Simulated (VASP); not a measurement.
# HPbNO4 (P2_1/m) in VASP: further runs

The runs below take HPbNO4 through single point, with r2SCANh, PBE.

All numbers are computed with VASP 6.6.1; they aren't measurements. Logs are shortened: lines on timing, memory, paths and dates and some standing lists are left out, and cuts for length are marked.

## Step 1: The cell of the first run

It takes space group P2_1/m (No. 11, monoclinic). Conventional cell: a = 6.859 Å, b = 4.229 Å, c = 8.026 Å, α = 90.00°, β = 114.99°, γ = 90.00°. Within 1.3 Å of H (site symmetry m) lie 1 O at 0.99 Å. Within 3.3 Å of Pb (site symmetry m) lie 8 O at 2.47 to 3.14 Å and 3 H at 2.95 Å and 1 N at 3.26 Å. Within 1.7 Å of N (site symmetry m) lie 3 O at 1.24 to 1.28 Å. O (site symmetry m) has 1 H at 0.99 Å within 1.3 Å. Within 1.7 Å of O (site symmetry m) lie 1 N at 1.24 Å. Within 1.7 Å of O (site symmetry m) lie 1 N at 1.27 Å. Within 1.7 Å of O (site symmetry m) lie 1 N at 1.28 Å.

## Step 2: Single point, r2SCANh

The input, POSCAR:

```
HPbNO4
1.0
    6.8587700000      0.0000000000      0.0000000000
    0.0000000000      4.2286500000      0.0000000000
   -3.3910100000      0.0000000000      7.2745900000
H Pb N O
2 2 2 8
Direct
    0.2254900000      0.7500000000      0.5073000000
    0.7745100000      0.2500000000      0.4927000000
    0.3022900000      0.2500000000      0.2849400000
    0.6977100000      0.7500000000      0.7150600000
    0.2148400000      0.7500000000      0.8356700000
    0.7851600000      0.2500000000      0.1643300000
    0.3307800000      0.7500000000      0.4533800000
    0.4090900000      0.7500000000      0.8690100000
    0.1550800000      0.7500000000      0.9653700000
    0.0708300000      0.7500000000      0.6695500000
    0.6692200000      0.2500000000      0.5466100000
    0.5909100000      0.2500000000      0.1309900000
    0.8449200000      0.2500000000      0.0346300000
    0.9291700000      0.2500000000      0.3304500000
```

The input, INCAR.step1:

```
PREC = Accurate
ENCUT = 520
EDIFF = 1E-5
ISMEAR = -1
SIGMA = 0.05
LREAL = False
LASPH = True
NELM = 80
ALGO = Normal
ISIF = 2
LWAVE = True
LCHARG = False
NBANDS = 57
GGA = PE
KPAR = 2
```

The input, INCAR.step2:

```
PREC = Accurate
ENCUT = 520
EDIFF = 1E-6
ISMEAR = -1
SIGMA = 0.05
LREAL = False
LASPH = True
NELM = 80
ALGO = Normal
ISIF = 2
LWAVE = False
LCHARG = False
METAGGA = R2SCAN
LHFCALC = True
AEXX = 0.1
LMIXTAU = True
PRECFOCK = Fast
NBANDS = 57
ISTART = 1
KPAR = 2
```

The input, KPOINTS:

```
regular mesh
0
Gamma
  2 3 2
```

Potentials or basis: VASP PAW PBE potentials, release 64 (H, Pb_d, N, O).

The run is started by

```sh
> cat potpaw_PBE.64/H/POTCAR potpaw_PBE.64/Pb_d/POTCAR potpaw_PBE.64/N/POTCAR potpaw_PBE.64/O/POTCAR > POTCAR
> cp INCAR.step1 INCAR
> mpirun -np 2 vasp_std > vasp.out
> cp INCAR.step2 INCAR
> mpirun -np 2 vasp_std > vasp.out
```

OUTCAR:

```text
PREC = Accurate
   ENCUT = 520
   EDIFF = 1E-6
   ISMEAR = -1
   LREAL = False
   LASPH = True
   NELM = 80
   ISIF = 2
   METAGGA = R2SCAN
   LHFCALC = True
   AEXX = 0.1
   PRECFOCK = Fast
   ISTART = 1

 ion  position               nearest neighbor table
   1  0.225  0.750  0.507-   7 0.99
   2  0.775  0.250  0.493-  11 0.99
   3  0.302  0.250  0.285-   7 2.47   7 2.47  11 2.51  14 2.73  12 2.74  13 2.92   4 3.98   4 3.98

   4  0.698  0.750  0.715-  11 2.47  11 2.47   7 2.51  10 2.73   8 2.74   9 2.92   3 3.98   3 3.98

   5  0.215  0.750  0.836-   8 1.24   9 1.27  10 1.28
   6  0.785  0.250  0.164-  12 1.24  13 1.27  14 1.28
   7  0.331  0.750  0.453-   1 0.99   3 2.47   3 2.47   4 2.51
   8  0.409  0.750  0.869-   5 1.24   4 2.74
   9  0.155  0.750  0.965-   5 1.27   4 2.92
  10  0.071  0.750  0.670-   5 1.28   4 2.73
  11  0.669  0.250  0.547-   2 0.99   4 2.47   4 2.47   3 2.51
  12  0.591  0.250  0.131-   6 1.24   3 2.74
  13  0.845  0.250  0.035-   6 1.27   3 2.92
  14  0.929  0.250  0.330-   6 1.28   3 2.73

  LATTYP: Found a simple monoclinic cell.
 ALAT       =     6.8587700000
 B/A-ratio  =     0.6165318271
 C/A-ratio  =     1.1701982117
 COS(beta)  =    -0.4224967775

  Lattice vectors:

 A1 = (   6.8587700000,   0.0000000000,   0.0000000000)
 A2 = (   0.0000000000,   4.2286500000,   0.0000000000)
 A3 = (  -3.3910100000,   0.0000000000,   7.2745900000)

Analysis of symmetry for initial positions (statically):
=====================================================================
 Subroutine PRICEL returns:
 Original cell was already a primitive cell.

 Routine SETGRP: Setting up the symmetry group for a
 simple monoclinic supercell.

 Subroutine GETGRP returns: Found  2 space group operations
 (whereof  1 operations were pure point group operations)
 out of a pool of  4 trial point group operations.

The static configuration has the point symmetry C_1 .
 The point group associated with its full space group is C_1h.

Analysis of symmetry for dynamics (positions and initial velocities):
=====================================================================
 Subroutine PRICEL returns:
 Original cell was already a primitive cell.

 Routine SETGRP: Setting up the symmetry group for a
 simple monoclinic supercell.

 Subroutine GETGRP returns: Found  2 space group operations
 (whereof  1 operations were pure point group operations)
 out of a pool of  4 trial point group operations.

The dynamic configuration has the point symmetry C_1 .
 The point group associated with its full space group is C_1h.

 Subroutine INISYM returns: Found  2 space group operations
 (whereof  1 operations are pure point group operations),
 and found     1 'primitive' translations

----------------------------------------------------------------------------------------

                                     Primitive cell

  volume of cell :     210.9874

  direct lattice vectors                    reciprocal lattice vectors
     6.858770000  0.000000000  0.000000000     0.145798737  0.000000000  0.067963277
     0.000000000  4.228650000  0.000000000     0.000000000  0.236482092  0.000000000
    -3.391010000  0.000000000  7.274590000     0.000000000  0.000000000  0.137464792

  length of vectors
     6.858770000  4.228650000  8.026120388     0.160861054  0.236482092  0.137464792

  position of ions in fractional coordinates (direct lattice)
     0.225490000  0.750000000  0.507300000
     0.774510000  0.250000000  0.492700000
     0.302290000  0.250000000  0.284940000
     0.697710000  0.750000000  0.715060000
     0.214840000  0.750000000  0.835670000
     0.785160000  0.250000000  0.164330000
     0.330780000  0.750000000  0.453380000
     0.409090000  0.750000000  0.869010000
     0.155080000  0.750000000  0.965370000
     0.070830000  0.750000000  0.669550000
     0.669220000  0.250000000  0.546610000
     0.590910000  0.250000000  0.130990000
     0.844920000  0.250000000  0.034630000
     0.929170000  0.250000000  0.330450000

  ion indices of the primitive-cell ions
   primitive index   ion index
                 1           1
[... 31 lines left out ...]

  Shift w.r.t. Gamma in fractional coordinates (k-lattice)
     0.000000000  0.000000000  0.000000000

 Subroutine IBZKPT returns following result:
 ===========================================

 Found      8 irreducible k-points:

 Following reciprocal coordinates:
            Coordinates               Weight
  0.000000  0.000000  0.000000      1.000000
  0.500000  0.000000  0.000000      1.000000
  0.000000  0.333333  0.000000      2.000000
  0.500000  0.333333  0.000000      2.000000
  0.000000  0.000000  0.500000      1.000000
  0.500000  0.000000  0.500000      1.000000
  0.000000  0.333333  0.500000      2.000000
  0.500000  0.333333  0.500000      2.000000
   k-points           NKPTS =      8   k-points in BZ     NKDIM =     12   number of bands    NBANDS=     57
[... 23 lines left out ...]
   ISIF   =      2    stress and relaxation
   ISYM   =      3    0-nonsym 1-usesym 2-fastsym
   POTIM  = 0.5000    time-step for ionic-motion
   TEBEG  =    0.0;   TEEND  =   0.0 temperature during run
   PSTRESS=    0.0 pullay stress
   NELECT =      88.0000    total number of electrons
   NUPDOWN=      -1.0000    fix difference up-down
   EMIN   =  10.00;   EMAX   =-10.00  energy-range for DOS
   EFERMI =   0.00;   METHOD = LEGACY
   ISMEAR =    -1;   SIGMA  =   0.05  broadening in eV -4-tet -1-fermi 0-gaus
   EFERMI_NEDOS =   21; number of points for ismear=-14 and -15
   IALGO  =     38    algorithm
   IMIX   =      1    mixing-type and parameters
     AMIX     =   0.40;   BMIX     =  1.00
     AMIX_MAG =   1.60;   BMIX_MAG =  1.00
  volume/ion in A,a.u.               =      15.07       101.70
  Fermi-wavevector in a.u.,A,eV,Ry     =   1.223161  2.311439 20.355980  1.496122
  Thomas-Fermi vector in A             =   2.358282
   LORBIT       =      0    0 simple, 1 ext, 2 COOP (PROOUT), +10 PAW based schemes
   METAGGA = R2SCAN    functional components
   LHFCALC =     T    Hartree Fock is set to
   PRECFOCK=fast      Normal, Fast or Accurate (Low or Medium for compatibility)
   ENCUT4O =  -1.0   cutoff for four orbital integrals eV
   NKREDX  =     1    reduce k-point grid by
   NKREDY  =     1    reduce k-point grid by
   NKREDZ  =     1    reduce k-point grid by
   AEXX    =    0.1000 exact exchange contribution
   HFSCREEN=    0.0000 screening length (either q_TF or 0.3 A-1)
   HFSCREENC=   0.0000 screening length for correlation (either q_TF or 0.3 A-1)
   ENCUTFOCK=  -1.0 apply spherical cutoff to Coloumb kernel
   IVDW    =     0    specifies the selected vdW correction
   LEPSILON=     F    determine dielectric tensor
   LRPA    =     F    only Hartree local field effects (RPA)
 non-spin polarized calculation
  energy-cutoff  :      520.00
  volume of cell :      210.99
 maximum number of plane-waves:      5702
 NGX is ok and might be reduce to    54
  NGX = 30; NGY = 18; NGZ = 36

 number of electron      87.9999985 magnetization

 Free energy of the ion-electron system (eV)
  ---------------------------------------------------
  ext. energy  EPLUGINS =         0.00000000
  ---------------------------------------------------
  free energy    TOTEN  =      -196.68212666 eV

  energy without entropy =     -196.68212666  energy(sigma->0) =     -196.68212666

 E-fermi :   0.8135     XC(G=0):  -8.1372

 val. band max:       -0.4052572646   @ k =   0.5000   0.0000   0.5000
 cond. band min:       3.8243583743   @ k =   0.0000   0.3333   0.5000
 fundamental gap:      4.2296156388
 Fermi energy:         0.8134829310

 k-point     1 :       0.0000    0.0000    0.0000
  band No.  band energies     occupation
      1     -27.9546      2.00000
      2     -27.9143      2.00000
      3     -22.2904      2.00000
      4     -22.2011      2.00000
      5     -21.9141      2.00000
      6     -21.8538      2.00000
[... 461 lines left out ...]
     55       9.9340      0.00000
     56      10.2560      0.00000
 [bands above 56 left out]

------------------------ aborting loop because EDIFF is reached ----------------------------------------

  FORCE on cell =-STRESS in cart. coord.  units (eV):
  Direction    XX          YY          ZZ          XY          YZ          ZX
  --------------------------------------------------------------------------------------
  -------------------------------------------------------------------------------------
  Total       -5.4917170     -2.6257227     -5.1841082      0.0000000      0.0000000      0.0227686
  in kB      -41.7025134    -19.9389804    -39.3666211      0.0000000      0.0000000      0.1728981
  external PRESSURE =     -33.6693716 kB  Pullay stress =       0.0000000 kB

 VOLUME and BASIS-vectors are now :
 -----------------------------------------------------------------------------
  energy-cutoff  :      520.00
  volume of cell :      210.99
      direct lattice vectors                 reciprocal lattice vectors
     6.858770000  0.000000000  0.000000000     0.145798737  0.000000000  0.067963277
     0.000000000  4.228650000  0.000000000     0.000000000  0.236482092  0.000000000
    -3.391010000  0.000000000  7.274590000     0.000000000  0.000000000  0.137464792

 POSITION                                       TOTAL-FORCE (eV/Angst)
 -----------------------------------------------------------------------------------
     -0.17368      3.17149      3.69040         0.404294      0.000000     -0.187006
      3.64144      1.05716      3.58419        -0.402203      0.000000      0.186006
      1.10710      1.05716      2.07282         0.039496      0.000000      0.154016
      2.36066      3.17149      5.20177        -0.039373      0.000000     -0.154306
     -1.36023      3.17149      6.07916        -0.055778      0.000000     -0.018790
      4.82799      1.05716      1.19543         0.055715      0.000000      0.018922
      0.73133      3.17149      3.29815        -0.299900      0.000000      0.193568
     -0.14097      3.17149      6.32169        -0.506461      0.000000     -0.184460
     -2.20992      3.17149      7.02267         0.395447      0.000000     -0.425322
     -1.78464      3.17149      4.87070         0.152299      0.000000      0.614409
      2.73647      1.05716      3.97636         0.297637      0.000000     -0.192145
      3.60873      1.05716      0.95290         0.506510      0.000000      0.184412
      5.67768      1.05716      0.25192        -0.395414      0.000000      0.425201
      5.25240      1.05716      2.40389        -0.152268      0.000000     -0.614505
 -----------------------------------------------------------------------------------
    total drift:                               -0.000003     -0.000007      0.000002

  FREE ENERGIE OF THE ION-ELECTRON SYSTEM (eV)
  ---------------------------------------------------
  free  energy   TOTEN  =      -196.6821266617 eV

  energy  without entropy=     -196.6821266617  energy(sigma->0) =     -196.68212666
```

Run time: 22 min. Hardware: 2 MPI ranks of Intel Xeon Platinum 8259CL at 2.50GHz (Skylake/Cascade Lake), shared host; peak memory 0.48 GiB.

What came out:

| Item | Value |
| --- | --- |
| Free energy | -196.6821 eV |
| Pressure | -3.4 GPa |
| Largest force | 0.633 eV/Å |
| Band gap on the k mesh | 4.23 eV (least direct gap 4.56 eV) |

Forces in eV/Å, atoms in the order of the input:
```
H    0.404  0.000 -0.187
H   -0.402  0.000  0.186
Pb   0.039  0.000  0.154
Pb  -0.039  0.000 -0.154
N   -0.056  0.000 -0.019
N    0.056  0.000  0.019
O   -0.300  0.000  0.194
O   -0.506  0.000 -0.184
O    0.395  0.000 -0.425
O    0.152  0.000  0.614
O    0.298  0.000 -0.192
O    0.507  0.000  0.184
O   -0.395  0.000  0.425
O   -0.152  0.000 -0.615
```

Caveat: the k points lie up to 0.51 Å⁻¹ apart; the standard files for N, O and F lose accuracy on very short bonds; the PAW data sets were made with another functional, which shifts forces and pressure a little; spin-orbit coupling is left out, which moves the levels of the heavy elements. A k mesh can miss the band edges.

## Step 3: Single point, PBE

This run uses another cell than the first one, of 10.28 Å³/atom.

The input, INCAR:

```
ALGO = Normal
EDIFF = 1E-6
ENCUT = 520
GGA = PE
ISIF = 2
ISMEAR = -1
LASPH = T
LCHARG = F
LREAL = F
LWAVE = F
NBANDS = 57
NELM = 60
PREC = Accurate
SIGMA = 0.05
```

The input, KPOINTS:

```
k-points
0
Gamma
  3 5 3
```

The input, POSCAR:

```
HPbNO4
1.0
    6.5202781238      0.0000000000     -0.2456112422
    0.0000000000      3.0790539781      0.0000000000
   -3.4841596098      0.0000000000      7.3008815165
H Pb N O
2 2 2 8
Direct
    0.2056556621      0.7500000000      0.5387916033
    0.7943443379      0.2500000000      0.4612083967
    0.2823364534      0.2500000000      0.2738299227
    0.7176635466      0.7500000000      0.7261700773
    0.2316880106      0.7500000000      0.8294812921
    0.7683119894      0.2500000000      0.1705187079
    0.3286121286      0.7500000000      0.4993128970
    0.4347362030      0.7500000000      0.8628333218
    0.1740535461      0.7500000000      0.9583048804
    0.0692108910      0.7500000000      0.6615772005
    0.6713878714      0.2500000000      0.5006871030
    0.5652637970      0.2500000000      0.1371666782
    0.8259464539      0.2500000000      0.0416951196
    0.9307891090      0.2500000000      0.3384227995
```

Potentials or basis: VASP PAW PBE potentials, release 64 (H, Pb_d, N, O).

The run is started by

```sh
> cat potpaw_PBE.64/H/POTCAR potpaw_PBE.64/Pb_d/POTCAR potpaw_PBE.64/N/POTCAR potpaw_PBE.64/O/POTCAR > POTCAR
> mpirun -np 1 vasp_std > vasp.out
```

Run time: 4.2 min. Hardware: 1 thread of Intel Xeon Platinum 8259CL at 2.50GHz (Skylake/Cascade Lake), shared host; peak memory 0.31 GiB.

The run converged. Its results:

| Item | Value |
| --- | --- |
| Free energy | -77.9836 eV |
| Pressure | 21.0 GPa |
| Largest force | 0.584 eV/Å |
| Band gap on the k mesh | 2.17 eV (least direct gap 2.36 eV) |

Forces on the atoms (eV/Å):
```
H   -0.090  0.000  0.025
H    0.090  0.000 -0.025
Pb   0.022  0.000 -0.028
Pb  -0.022  0.000  0.028
N   -0.183  0.000 -0.028
N    0.183  0.000  0.028
O    0.058  0.000 -0.012
O    0.579  0.000  0.077
O   -0.250  0.000  0.293
O   -0.122  0.000 -0.330
O   -0.058  0.000  0.012
O   -0.579  0.000 -0.077
O    0.250  0.000 -0.293
O    0.122  0.000  0.330
```

Stress tensor (GPa, compression positive):
```
22.00  0.00 -0.01
 0.00 19.72  0.00
-0.01  0.00 21.21
```

Levels at points of the mesh, in eV from the valence-band top:
```
           k point  band 42  band 43  band 44  band 45  band 46  band 47
(0.00, 0.00, 0.00)    -1.05    -0.91    -0.11     3.06     3.61     4.28
```

Caveat: the standard files for N, O and F lose accuracy on very short bonds; the cell stands under pressure; spin-orbit coupling is left out, which moves the levels of the heavy elements.

## Step 4: Single point, PBE

This run uses another cell than the first one, of 11.77 Å³/atom.

The input, INCAR:

```
SYSTEM = HPbNO4
ALGO = Normal
EDIFF = 1E-7
ENCUT = 520
GGA = PE
ISIF = 2
ISMEAR = -1
LASPH = .True.
LCHARG = .False.
LREAL = .False.
LWAVE = .False.
NBANDS = 57
NELM = 100
PREC = Accurate
SIGMA = 0.05
```

The input, KPOINTS:

```
k-points
0
Gamma
  3 5 3
  0 0 0
```

The input, POSCAR:

```
HPbNO4
1.0
    6.6687499732      0.0000000000     -0.1631661187
    0.0000000000      3.4512357773      0.0000000000
   -3.4701213864      0.0000000000      7.2423467023
H Pb N O
2 2 2 8
Direct
    0.2096236143      0.7500000000      0.5287927422
    0.7903763857      0.2500000000      0.4712072578
    0.2869184787      0.2500000000      0.2753831404
    0.7130815213      0.7500000000      0.7246168596
    0.2274496504      0.7500000000      0.8315048285
    0.7725503496      0.2500000000      0.1684951715
    0.3253094313      0.7500000000      0.4834892647
    0.4266265496      0.7500000000      0.8655092348
    0.1694771280      0.7500000000      0.9616426174
    0.0711873761      0.7500000000      0.6631900356
    0.6746905687      0.2500000000      0.5165107353
    0.5733734504      0.2500000000      0.1344907652
    0.8305228720      0.2500000000      0.0383573826
    0.9288126239      0.2500000000      0.3368099644
```

The run is started by

```sh
> cat potpaw_PBE.64/H/POTCAR potpaw_PBE.64/Pb_d/POTCAR potpaw_PBE.64/N/POTCAR potpaw_PBE.64/O/POTCAR > POTCAR
> mpirun -np 1 vasp_std > vasp.out
```

Run time: 5.8 min. Hardware: 1 thread of Intel Xeon Platinum 8259CL at 2.50GHz (Skylake/Cascade Lake), shared host; peak memory 0.34 GiB.

It converged, with:

```yaml
Free_energy: -79.8659 eV
Pressure: 10.8 GPa
Largest_force: 0.543 eV/Å
Band_gap_on_the_k_mesh: 2.55 eV (least direct gap 2.87 eV)
```

Forces on the atoms (eV/Å):
```
H   -0.091  0.000  0.032
H    0.091  0.000 -0.032
Pb   0.020  0.000 -0.020
Pb  -0.020  0.000  0.020
N   -0.166  0.000 -0.013
N    0.166  0.000  0.013
O    0.065  0.000 -0.017
O    0.537  0.000  0.080
O   -0.234  0.000  0.270
O   -0.114  0.000 -0.329
O   -0.065  0.000  0.017
O   -0.537  0.000 -0.080
O    0.234  0.000 -0.270
O    0.114  0.000  0.329
```

Stress tensor (GPa, compression positive):
```
11.62  0.00  0.01
 0.00  9.75  0.00
 0.01  0.00 11.02
```

Levels at points of the mesh, in eV from the valence-band top:
```
           k point  band 40  band 41  band 42  band 43  band 44  band 45  band 46  band 47  band 48  band 49
(0.00, 0.00, 0.00)    -1.68    -1.44    -1.05    -0.81    -0.05     2.91     3.53     4.29     5.02     6.24
```

Caveat: the standard files for N, O and F lose accuracy on very short bonds; the cell stands under pressure; spin-orbit coupling is left out, which moves the levels of the heavy elements. A k mesh can miss the band edges.

## Step 5: The runs side by side

| level | cell | k mesh | grid for exact exchange (PRECFOCK) | share of exact exchange | gap on the mesh (eV) | pressure (GPa) | largest force (eV/Å) |
| --- | --- | --- | --- | --- | --- | --- | --- |
| r2SCANh | a = 6.859, b = 4.229, c = 8.026 Å, angles 90.0, 115.0, 90.0°, 14 atoms, atomic positions A | 2 × 3 × 2 | Fast | 0.1 | 4.23 | -3.4 | 0.63 |
| PBE | a = 6.525, b = 3.079, c = 8.090 Å, angles 90.0, 117.7, 90.0°, 14 atoms, atomic positions B | 3 × 5 × 3 | - | - | 2.17 | 21.0 | 0.58 |
| PBE | a = 6.671, b = 3.451, c = 8.031 Å, angles 90.0, 117.0, 90.0°, 14 atoms, atomic positions C | 3 × 5 × 3 | - | - | 2.55 | 10.8 | 0.54 |

Alike in all rows: task single point; potentials or basis VASP PAW PBE potentials, release 64 (H, Pb_d, N, O); no spin polarisation; cutoff (eV) 520; smearing fermi-dirac 0.05 eV.

Caveats: some runs use coarse meshes; the standard files for N, O and F lose accuracy on very short bonds; spin-orbit coupling is left out, which moves the levels of the heavy elements; the cell stands under pressure (at least some runs); the PAW data sets were made with another functional, which shifts forces and pressure a little (at least some runs).

Total energies depend on the potentials used, so only differences within one code and one set of settings carry meaning.
